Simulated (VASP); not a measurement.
**Cd2Se: relaxation of cell and atoms with PBE**

The system is Cd2Se.

```
CELL_PARAMETERS angstrom
0.00000 3.44740 3.44740
3.44740 0.00000 3.44740
3.44740 3.44740 0.00000
ATOMIC_POSITIONS crystal
Cd 0.25000 0.25000 0.25000
Cd 0.75000 0.75000 0.75000
Se 0.50000 0.50000 0.50000
```

```json
{
 "Program": "VASP 6.6.1",
 "Task": "relaxation of cell and atoms",
 "Functional": "PBE",
 "Potentials or basis": "VASP PAW PBE potentials, release 64 (Cd, Se)",
 "Cutoff": "600 eV",
 "k mesh": "12 × 12 × 12",
 "Occupations": "gaussian, width 0.1 eV",
 "Spin": "no spin polarisation",
 "Dipole correction": "no",
 "Further INCAR settings": "ALGO = Normal; EDIFF = 1e-06; IBRION = 2; EDIFFG = -0.01; NSW = 100; ISIF = 3"
}
```

| Quantity | Value |
| --- | --- |
| Relaxed volume | 27.70 Å³/atom |
| Relaxed cell | a = 4.898 Å, b = 4.898 Å, c = 4.898 Å, α = 60.00°, β = 60.00°, γ = 60.00° |
| Space group after relaxing (to 0.05 Å) | Fm-3m (No. 225) |
| Energy gained by relaxing | 0.6 meV/atom |
| Ionic steps | 3 |
| Pressure after relaxing | 0.0 GPa |
| Band gap on the k mesh | zero (band 15 reaches 3.13 eV, above the bottom of band 16 at 1.70 eV) |

Step by step:
```tsv
step	energy change (eV)	largest force (eV/Å)	pressure (GPa)	volume (Å³)
1	0.0000	0.0000	0.49	81.94
2	-0.0017	0.0000	0.06	82.94
3	-0.0017	0.0000	0.00	83.10
```

Final structure:
```cif
data_structure
_symmetry_space_group_name_H-M 'P 1'
_symmetry_Int_Tables_number 1
_cell_length_a 4.8982
_cell_length_b 4.8982
_cell_length_c 4.8982
_cell_angle_alpha 60.000
_cell_angle_beta 60.000
_cell_angle_gamma 60.000
_cell_volume 83.10
loop_
_atom_site_label
_atom_site_type_symbol
_atom_site_fract_x
_atom_site_fract_y
_atom_site_fract_z
_atom_site_occupancy
Cd1 Cd 0.25000 0.25000 0.25000 1
Cd2 Cd 0.75000 0.75000 0.75000 1
Se1 Se 0.50000 0.50000 0.50000 1
```

Levels at points of the mesh, in eV from the Fermi level:
```csv
k point,band 13,band 14,band 15,band 16,band 17,band 18
"(0.00, 0.00, 0.00)",-2.36,-2.36,-2.36,1.82,1.82,1.82
"(0.50, 0.00, 0.00)",-2.86,-2.86,-2.38,2.31,2.61,2.61
"(0.50, 0.50, 0.00)",-3.78,-3.78,-1.23,-0.04,2.42,4.81
```

It took 91 s on 1 thread of Intel(R) Xeon(R) 6975P-C (Granite Rapids), on a shared host, peak memory 0.33 GiB.
